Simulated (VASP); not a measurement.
# FeO (Fm-3m) in VASP: a series of runs

Runs on FeO. Level: PBE. Tasks: single point.

All numbers are computed with VASP 6.6.1; they aren't measurements. Logs are shortened: lines on timing, memory, paths and dates and some standing lists are left out, and cuts for length are marked.

**Experimental background.**

From “W\"ustite: Electric, thermodynamic and optical properties of FeO”, 2012, arxiv:1203.1201, for a bulk crystal of FeO: band gap 2.4 eV (optical).

How close the calculation comes is told below.

## (1) The cell of the first run

It takes space group Fm-3m (No. 225, cubic). The conventional cell has a = 4.282 Å, b = 4.282 Å, c = 4.282 Å, α = 90.00°, β = 90.00°, γ = 90.00°. Within 2.8 Å of Fe (site symmetry m-3m) lie 6 O at 2.14 Å. O (site symmetry m-3m) has 6 Fe at 2.14 Å within 2.8 Å.

## (2) Single point, PBE, collinear spin, ferromagnetic start

INCAR reads:

```
SYSTEM = FeO
  ALGO = Normal
  EDIFF = 1E-6
  ENCUT = 600
  GGA = PE
  GGA_COMPAT = .FALSE.
  ISIF = 2
  ISMEAR = -1
  ISPIN = 2
  LASPH = .TRUE.
  LCHARG = .FALSE.
  LMAXMIX = 4
  LORBIT = 11
  LREAL = .FALSE.
  LWAVE = .FALSE.
  MAGMOM = 3 0
  NBANDS = 22
  NELM = 200
  PREC = Accurate
  SIGMA = 0.05
```

KPOINTS reads:

```
k-points
0
G
  11 11 11
  0 0 0
```

POSCAR reads:

```
FeO
1.0
    0.0000000000      2.1409339512      2.1409339512
    2.1409339512      0.0000000000      2.1409339512
    2.1409339512      2.1409339512      0.0000000000
Fe O
1 1
Direct
    0.0000000000      0.0000000000      0.0000000000
    0.5000000000      0.5000000000      0.5000000000
```

Potentials or basis: VASP PAW PBE potentials, release 64 (Fe_sv, O).

Launch:

```
cat potpaw_PBE.64/Fe_sv/POTCAR potpaw_PBE.64/O/POTCAR > POTCAR
mpirun -np 1 vasp_std > vasp.out
```

OUTCAR:

```text
SYSTEM = FeO
   EDIFF = 1E-6
   ENCUT = 600
   GGA = PE
   ISIF = 2
   ISMEAR = -1
   ISPIN = 2
   LASPH = .TRUE.
   LORBIT = 11
   LREAL = .FALSE.
   NELM = 200
   PREC = Accurate

 ion  position               nearest neighbor table
   1  0.000  0.000  0.000-   2 2.14   2 2.14   2 2.14   2 2.14   2 2.14   2 2.14
   2  0.500  0.500  0.500-   1 2.14   1 2.14   1 2.14   1 2.14   1 2.14   1 2.14

  LATTYP: Found a face centered cubic cell.
 ALAT       =     4.2818679024

  Lattice vectors:

 A1 = (   0.0000000000,   2.1409339512,   2.1409339512)
 A2 = (   2.1409339512,   0.0000000000,   2.1409339512)
 A3 = (   2.1409339512,   2.1409339512,   0.0000000000)

Analysis of symmetry for initial positions (statically):
=====================================================================
 Subroutine PRICEL returns:
 Original cell was already a primitive cell.

 Routine SETGRP: Setting up the symmetry group for a
 face centered cubic supercell.

 Subroutine GETGRP returns: Found 48 space group operations
 (whereof 48 operations were pure point group operations)
 out of a pool of 48 trial point group operations.

The static configuration has the point symmetry O_h .

Analysis of symmetry for dynamics (positions and initial velocities):
=====================================================================
 Subroutine PRICEL returns:
 Original cell was already a primitive cell.

 Routine SETGRP: Setting up the symmetry group for a
 face centered cubic supercell.

 Subroutine GETGRP returns: Found 48 space group operations
 (whereof 48 operations were pure point group operations)
 out of a pool of 48 trial point group operations.

The dynamic configuration has the point symmetry O_h .

Analysis of structural, dynamic, and magnetic symmetry:
=====================================================================
 Subroutine PRICEL returns:
 Original cell was already a primitive cell.

 Routine SETGRP: Setting up the symmetry group for a
 face centered cubic supercell.

 Subroutine GETGRP returns: Found 48 space group operations
 (whereof 48 operations were pure point group operations)
 out of a pool of 48 trial point group operations.

The overall configuration has the point symmetry O_h .

 Subroutine INISYM returns: Found 48 space group operations
 (whereof 48 operations are pure point group operations),
 and found     1 'primitive' translations

----------------------------------------------------------------------------------------

                                     Primitive cell
[... 113 lines left out ...]
  Fermi-wavevector in a.u.,A,eV,Ry     =   1.700601  3.213670 39.348649  2.892044
  Thomas-Fermi vector in A             =   2.780706
   LORBIT       =     11    0 simple, 1 ext, 2 COOP (PROOUT), +10 PAW based schemes
   GGA     = PE    functional components
   LHFCALC =     F    Hartree Fock is set to
   AEXX    =    0.0000 exact exchange contribution
   IVDW    =     0    specifies the selected vdW correction
   LEPSILON=     F    determine dielectric tensor
   LRPA    =     F    only Hartree local field effects (RPA)
 spin polarized calculation
  energy-cutoff  :      600.00
  volume of cell :       19.63
 maximum number of plane-waves:       667
   NGX = 13   NGY = 13   NGZ = 13

 number of electron      22.0000015 magnetization       4.0000860

 Free energy of the ion-electron system (eV)
  ---------------------------------------------------
  ext. energy  EPLUGINS =         0.00000000
  ---------------------------------------------------
  free energy    TOTEN  =       -15.03570905 eV

  energy without entropy =      -15.02441620  energy(sigma->0) =      -15.03006262

 E-fermi :  10.1059     XC(G=0): -12.6462

 val. band max:       10.0994017415   @ k =  -0.2727   0.3636   0.0909
 cond. band min:      10.1063067355   @ k =  -0.3636   0.2727   0.0909
 fundamental gap:      0.0069049940
 Fermi energy:        10.1059028630

 spin component 1

 k-point     1 :       0.0000    0.0000    0.0000
  band No.  band energies     occupation
      1     -79.8023      1.00000
      2     -45.8249      1.00000
      3     -45.8249      1.00000
      4     -45.8249      1.00000
      5     -10.8479      1.00000
      6       6.1589      1.00000
[... 589 lines left out ...]
     21      36.7215      0.00000
     22      38.4472      0.00000

 [... further k-points ...]

 spin component 2

 k-point     1 :       0.0000    0.0000    0.0000
  band No.  band energies     occupation
      1     -75.6403      1.00000
      2     -41.7563      1.00000
      3     -41.7563      1.00000
      4     -41.7563      1.00000
      5     -10.3160      1.00000
      6       6.7154      1.00000
[... 589 lines left out ...]
     21      37.5023      0.00000
     22      39.2378      0.00000

 [... further k-points ...]

------------------------ aborting loop because EDIFF is reached ----------------------------------------

  FORCE on cell =-STRESS in cart. coord.  units (eV):
  Direction    XX          YY          ZZ          XY          YZ          ZX
  --------------------------------------------------------------------------------------
  -------------------------------------------------------------------------------------
  Total        0.1561695      0.1561695      0.1561695     -0.0000000     -0.0000000     -0.0000000
  in kB       12.7487298     12.7487298     12.7487298     -0.0000000     -0.0000000     -0.0000000
  external PRESSURE =      12.7487298 kB  Pullay stress =       0.0000000 kB

 VOLUME and BASIS-vectors are now :
 -----------------------------------------------------------------------------
  energy-cutoff  :      600.00
  volume of cell :       19.63
      direct lattice vectors                 reciprocal lattice vectors
     0.000000000  2.140933951  2.140933951    -0.233542936  0.233542936  0.233542936
     2.140933951  0.000000000  2.140933951     0.233542936 -0.233542936  0.233542936
     2.140933951  2.140933951  0.000000000     0.233542936  0.233542936 -0.233542936

 POSITION                                       TOTAL-FORCE (eV/Angst)
 -----------------------------------------------------------------------------------
      0.00000      0.00000      0.00000         0.000000     -0.000000     -0.000000
      2.14093      2.14093      2.14093        -0.000000      0.000000      0.000000
 -----------------------------------------------------------------------------------
    total drift:                                0.000000     -0.000000     -0.000000

  FREE ENERGIE OF THE ION-ELECTRON SYSTEM (eV)
  ---------------------------------------------------
  free  energy   TOTEN  =       -15.0357090484 eV

  energy  without entropy=      -15.0244162005  energy(sigma->0) =      -15.03006262

 total charge

# of ion       s       p       d       tot
------------------------------------------
    1        2.104   5.999   5.518  13.621
    2        1.552   3.452   0.000   5.004
--------------------------------------------------
tot          3.657   9.451   5.518  18.625

 magnetization (x)

# of ion       s       p       d       tot
------------------------------------------
    1        0.015   0.011   3.448   3.475
    2        0.031   0.269   0.000   0.300
--------------------------------------------------
tot          0.046   0.280   3.448   3.775
```

OSZICAR:

```text
N       E                     dE             d eps       ncg     rms          rms(c)
DAV:   1     0.303627857976E+03    0.30363E+03   -0.13033E+04  5158   0.144E+03
DAV:   2    -0.906197697000E+00   -0.30453E+03   -0.28772E+03  5084   0.471E+02
DAV:   3    -0.173200101140E+02   -0.16414E+02   -0.16196E+02  5930   0.124E+02
DAV:   4    -0.175827598427E+02   -0.26275E+00   -0.26267E+00  5504   0.173E+01
DAV:   5    -0.175893739096E+02   -0.66141E-02   -0.66139E-02  5968   0.282E+00    0.171E+01
DAV:   6    -0.155369648976E+02    0.20524E+01   -0.15562E+01  7898   0.559E+01    0.252E+01
DAV:   7    -0.150613338985E+02    0.47563E+00   -0.23236E+00  6952   0.305E+01    0.112E+01
DAV:   8    -0.150499937671E+02    0.11340E-01   -0.11232E-01  5728   0.308E+00    0.602E+00
DAV:   9    -0.150354540778E+02    0.14540E-01   -0.31162E-02  7318   0.253E+00    0.923E-01
DAV:  10    -0.150354607149E+02   -0.66371E-05   -0.62652E-03  6438   0.119E+00    0.148E-01
DAV:  11    -0.150356657133E+02   -0.20500E-03   -0.65728E-04  6392   0.217E-01    0.688E-02
DAV:  12    -0.150356972733E+02   -0.31560E-04   -0.41817E-05  6034   0.632E-02    0.359E-02
DAV:  13    -0.150357097537E+02   -0.12480E-04   -0.22109E-05  5678   0.424E-02    0.125E-02
DAV:  14    -0.150357090484E+02    0.70538E-06   -0.91762E-07  4590   0.105E-02
   1 F= -.15035709E+02 E0= -.15030063E+02  d E =-.112928E-01  mag=     3.9999
```

stdout:

```text
POSCAR found type information on POSCAR FeO
 POSCAR found :  2 types and       2 ions
 scaLAPACK will be used
 LDA part: xc-table for (Slater+PW92), standard interpolation
 POSCAR, INCAR and KPOINTS ok, starting setup
 FFT: planning ... GRIDC
 FFT: planning ... GRID_SOFT
 FFT: planning ... GRID
 WAVECAR not read
 entering main loop
```

Wall time 20 s (1 thread of Intel Xeon Platinum 8559C (Emerald Rapids), shared host); peak memory 0.17 GiB.

Results:

| Quantity | Value |
| --- | --- |
| Free energy | -15.0357 eV |
| Pressure | 1.3 GPa |
| Band gap on the k mesh | zero (filled and empty bands overlap) |
| Net moment | 4.00 μB per cell |
| Site moments | Fe +3.48; O +0.30 μB |
| Valence electrons inside the program's atomic spheres | Fe 13.62; O 5.00 |

Caveat: a cell with one magnetic atom can't hold antiferromagnetic order, which such compounds often take; semilocal functionals often make such compounds metallic where correlation or magnetic order opens a gap, which also shifts bond lengths.

## (3) Single point, PBE, collinear spin, ferromagnetic start

This run uses another cell than the first one, of 10.61 Å³/atom, 1.082 times its volume.

INCAR reads:

```
  PREC = Accurate
  ENCUT = 600
  EDIFF = 1E-6
  ISMEAR = -1
  SIGMA = 0.05
  LREAL = F
  LASPH = T
  NELM = 200
  ALGO = Normal
  ISIF = 2
  LWAVE = F
  LCHARG = F
  ISPIN = 2
  MAGMOM = 3 0
  LORBIT = 11
  LMAXMIX = 4
  GGA = PE
  NBANDS = 22
  GGA_COMPAT = F
```

KPOINTS reads:

```
Automatic mesh
0
Gamma
  11 11 11
```

POSCAR reads:

```
FeO
1.0
    0.0000000000      2.1976736406      2.1976736406
    2.1976736406      0.0000000000      2.1976736406
    2.1976736406      2.1976736406      0.0000000000
Fe O
1 1
Direct
    0.0000000000      0.0000000000      0.0000000000
    0.5000000000      0.5000000000      0.5000000000
```

Potentials or basis: VASP PAW PBE potentials, release 64 (Fe_sv, O).

Launch:

```
cat potpaw_PBE.64/Fe_sv/POTCAR potpaw_PBE.64/O/POTCAR > POTCAR
mpirun -np 1 vasp_std > vasp.out
```

It took 1.8 min on 1 thread of AMD EPYC 9R45 (Zen 5), shared host; peak memory 0.16 GiB.

The run converged. Its results:

| Property | Result |
| --- | --- |
| Free energy | -14.9988 eV |
| Pressure | -11.7 GPa |
| Band gap on the k mesh | zero (filled and empty bands overlap) |
| Net moment | 4.00 μB per cell |
| Site moments | Fe +3.48; O +0.28 μB |
| Valence electrons inside the program's atomic spheres | Fe 13.59; O 4.96 |

Levels at points of the mesh, in eV from the Fermi level:
Spin up:
```csv
k point,band 11,band 12,band 13,band 14,band 15,band 16
"(0.00, 0.00, 0.00)",-3.67,-3.67,-3.67,-0.30,15.04,16.47
```
Spin down:
| k point | band 6 | band 7 | band 8 | band 9 | band 10 | band 11 | band 12 | band 13 |
| --- | --- | --- | --- | --- | --- | --- | --- | --- |
| (0.00, 0.00, 0.00) | -3.15 | -3.15 | -3.15 | -0.66 | -0.66 | -0.66 | 0.24 | 0.24 |

Caveat: a cell with one magnetic atom can't hold antiferromagnetic order, which such compounds often take; semilocal functionals often make such compounds metallic where correlation or magnetic order opens a gap, which also shifts bond lengths.

## (4) Single point, PBE, collinear spin, ferromagnetic start

This run uses another cell than the first one, of 10.01 Å³/atom, 1.020 times its volume.

INCAR reads:

```
ALGO = Normal
EDIFF = 1E-6
ENCUT = 600
GGA = PE
GGA_COMPAT = False
ISIF = 2
ISMEAR = -1
ISPIN = 2
LASPH = True
LCHARG = True
LELF = True
LMAXMIX = 4
LORBIT = 11
LREAL = False
LVHAR = True
LWAVE = False
MAGMOM = 3 0
NBANDS = 22
NELM = 200
PREC = Accurate
SIGMA = 0.05
```

KPOINTS reads:

```
k-points
0
Gamma
  11 11 11
```

POSCAR reads:

```
FeO
1.0
    0.0000000000      2.1554001600      2.1554001600
    2.1554001600      0.0000000000      2.1554001600
    2.1554001600      2.1554001600      0.0000000000
Fe O
1 1
Direct
    0.0000000000      0.0000000000      0.0000000000
    0.5000000000      0.5000000000      0.5000000000
```

Launch:

```
cat potpaw_PBE.64/Fe_sv/POTCAR potpaw_PBE.64/O/POTCAR > POTCAR
mpirun -np 1 vasp_std > vasp.out
```

Run time: 27 s. Hardware: 1 thread of Intel Xeon Platinum 8488C (Sapphire Rapids), shared host; peak memory 0.17 GiB.

The run converged. Its results:

- Free energy: -15.0391 eV
- Pressure: -2.6 GPa
- Band gap on the k mesh: zero (filled and empty bands overlap)
- Net moment: 4.00 μB per cell
- Site moments: Fe +3.48; O +0.30 μB
- Valence electrons inside the program's atomic spheres: Fe 13.61; O 4.99

Levels at points of the mesh, in eV from the Fermi level:
Spin up:
```csv
k point,band 10,band 11,band 12,band 13,band 14,band 15,band 16,band 17
"(0.00, 0.00, 0.00)",-3.87,-3.87,-3.68,-3.68,0.01,15.24,16.95,16.95
```
Spin down:
```tsv
k point	band 6	band 7	band 8	band 9	band 10	band 11	band 12	band 13
(0.00, 0.00, 0.00)	-3.33	-3.33	-3.33	-0.74	-0.74	-0.74	0.22	0.22
```

Caveat: a cell with one magnetic atom can't hold antiferromagnetic order, which such compounds often take; semilocal functionals often make such compounds metallic where correlation or magnetic order opens a gap, which also shifts bond lengths.

## (5) Overview

```tsv
cell	gap on the mesh (eV)	pressure (GPa)	moment (μB)
a = 3.028 Å, angles 60.0°, 2 atoms	none	1.3	4.00
a = 3.108 Å, angles 60.0°, 2 atoms	none	-11.7	4.00
a = 3.048 Å, angles 60.0°, 2 atoms	none	-2.6	4.00
```

Alike in all rows: task single point; level PBE; potentials or basis VASP PAW PBE potentials, release 64 (Fe_sv, O); spin collinear, ferromagnetic start; k mesh 11 × 11 × 11; cutoff (eV) 600; smearing fermi-dirac 0.05 eV.

Caveats: a cell with one magnetic atom can't hold antiferromagnetic order, which such compounds often take; semilocal functionals often make such compounds metallic where correlation or magnetic order opens a gap, which also shifts bond lengths.

Absolute energies hang on the potentials; compare differences alone.

## (6) Comparison with measurements

Step 2. A measured gap of FeO is 2.4 eV (optical; quoted in “W\"ustite: Electric, thermodynamic and optical properties of FeO”, 2012, arxiv:1203.1201); the calculated 0.00 eV misses it by -2.40 eV. So large a miss can be the level of theory's own, or it may mean another phase, state or a wrong row. The value is that of PBE on a finite k mesh, which can miss the band edges, without temperature or zero-point motion. Semilocal functionals fall short of measured gaps as a rule. The run's magnetic order (collinear spin, ferromagnetic start) needn't be the measured crystal's.

Step 4. A measured gap of FeO is 2.4 eV (optical; quoted in “W\"ustite: Electric, thermodynamic and optical properties of FeO”, 2012, arxiv:1203.1201); the calculated 0.00 eV misses it by -2.40 eV. So large a miss can be the level of theory's own, or it may mean another phase, state or a wrong row. The value is that of PBE on a finite k mesh, which can miss the band edges, without temperature or zero-point motion. Semilocal functionals fall short of measured gaps as a rule. The run's magnetic order (collinear spin, ferromagnetic start) needn't be the measured crystal's.
